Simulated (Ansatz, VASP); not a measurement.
N in VASP and in Ansatz

The input INCAR:

```
PREC = Accurate
ENCUT = 910
EDIFF = 1E-6
ISMEAR = -1
SIGMA = 0.01
LREAL = F
LASPH = T
NELM = 120
ALGO = Normal
ISIF = 2
LWAVE = F
LCHARG = F
NBANDS = 12
GGA_COMPAT = F
```

File KPOINTS:

```
regular mesh
0
Gamma
  1 1 1
```

Contents of POSCAR:

```
N
1.0
    9.0000000000      0.0000000000      0.0000000000
    0.0000000000      9.2000000000      0.0000000000
    0.0000000000      0.0000000000     10.1000000000
N
2
Direct
    0.5000000000      0.5000000000      0.4458810925
    0.5000000000      0.5000000000      0.5541189075
```

Input for Ansatz:

```yaml
crystal:
  lattice:
    - [9.0, 0.0, 0.0]
    - [0.0, 9.2, 0.0]
    - [0.0, 0.0, 10.1]
  atoms:
    - { symbol: "N", position: [0.5, 0.5, 0.4458810925] }
    - { symbol: "N", position: [0.5, 0.5, 0.5541189075] }
kpoints:
  mp_grid: { grid: [1, 1, 1] }
scf:
  occupations: { method: fermi_dirac, width: 0.01 }
hamiltonian:
  xc: lda
  pseudopotentials: { kind: paw }
output:
  forces: true
  stress: true
  eigenvalues: true
```

Alike in both runs: task single point; functional LDA; k mesh 1 × 1 × 1; occupations fermi-dirac, width 0.01 eV; no spin polarisation.

```csv
,VASP,Ansatz
version,VASP 6.6.1,Ansatz 0.2.0
potentials or method,"VASP PAW LDA potentials, release 64 (N_h)","PAW with Ansatz's default frozen-core files, scalar-relativistic"
plane-wave cutoff (eV),910,420
valence electrons in the cell,10,10
```

```csv
,VASP,Ansatz,Ansatz less VASP
gap on the k mesh at the Fermi level (eV),8.25,8.25,0.000
rms of the force components (eV/Å),0.184,0.000,-0.1836
```

LDA's correlation is that of Perdew and Zunger in VASP and of Perdew and Wang (1992) in Ansatz. Atom by atom the forces differ by 0.184 eV/Å (rms over components). One of these differences is far larger than is usual between the two programs; its cause wasn't traced.

Noted on VASP's run: the cutoff is short for stress, so the pressure is rough.
